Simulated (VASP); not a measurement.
**Bi2Te2O3: single point with PBE**

Bi2Te2O3:

```
Bi Te O
1.0
     2.77126    1.59999    4.90299
    -2.77126    1.59999    4.90299
     0.00000   -3.19997    4.90299
Bi Te O
2 2 3
Direct
  0.00000 0.00000 0.00000
  0.50000 0.50000 0.50000
  0.72589 0.72589 0.72589
  0.27411 0.27411 0.27411
  0.00000 0.00000 0.50000
  0.00000 0.50000 0.00000
  0.50000 0.00000 0.00000
```

- Program: VASP 6.6.1
- Task: single point
- Functional: PBE
- Potentials or basis: VASP PAW PBE potentials, release 64 (Bi_d, Te, O)
- Cutoff: 520 eV
- k mesh: 3 × 3 × 3
- Occupations: gaussian, width 0.15 eV
- Spin: no spin polarisation
- Dipole correction: no
- Further INCAR settings: ALGO = Normal; EDIFF = 1e-06; NBANDS = 39

- Pressure: 0.0 GPa
- Largest force: 0.006 eV/Å
- Band gap on the k mesh: zero (band 30 reaches 8.42 eV, above the bottom of band 31 at 7.63 eV)

Forces on the atoms (eV/Å):
```
Bi   0.000  0.000  0.000
Bi   0.000  0.000  0.000
Te   0.000  0.000 -0.006
Te   0.000  0.000  0.006
O    0.000  0.000  0.000
O    0.000  0.000  0.000
O    0.000  0.000  0.000
```

Stress tensor (GPa, compression positive):
```
-0.13  0.00  0.00
 0.00 -0.13  0.00
 0.00  0.00  0.30
```

Levels at points of the mesh, in eV from the Fermi level:
```csv
k point,band 27,band 28,band 29,band 30,band 31,band 32,band 33,band 34
"(0.00, 0.00, 0.00)",-2.09,-2.09,-0.42,-0.42,-0.41,-0.25,2.75,2.75
```

Run time: 80 s on 1 thread of AMD EPYC 7R43 64-Core Processor (Zen 3), with other jobs on the host, peak memory 0.28 GiB.

Caveat: the k points lie up to 0.46 Å⁻¹ apart; spin-orbit coupling is left out, which moves the levels of the heavy elements.
